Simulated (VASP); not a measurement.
Input of a VASP 6.6.1 run:

INCAR

```
SYSTEM = Ag
  PREC = Accurate
  ENCUT = 520
  EDIFF = 1E-6
  ISMEAR = -1
  SIGMA = 0.1
  LREAL = .FALSE.
  LASPH = .TRUE.
  NELM = 60
  ALGO = Normal
  ISIF = 2
  LWAVE = .FALSE.
  LCHARG = .FALSE.
  GGA = CA
  NBANDS = 12
```

KPOINTS

```
regular mesh
0
G
  16 16 16
  0 0 0
```

POSCAR

```
Ag
1.0
    2.6468679787      0.0000000000      0.0000000000
    0.0000000000      2.6468679787      0.0000000000
    0.0000000000      0.0000000000      2.6468679787
Ag
1
Direct
    0.0000000000      0.0000000000      0.0000000000
```

Potentials or basis: VASP PAW LDA potentials, release 64 (Ag).

The run is started by

```bash
$ cat potpaw_LDA.64/Ag/POTCAR > POTCAR
$ mpirun -np 1 vasp_std > vasp.out
```

Q: What does it give for the pressure?

A: 0.1 GPa.
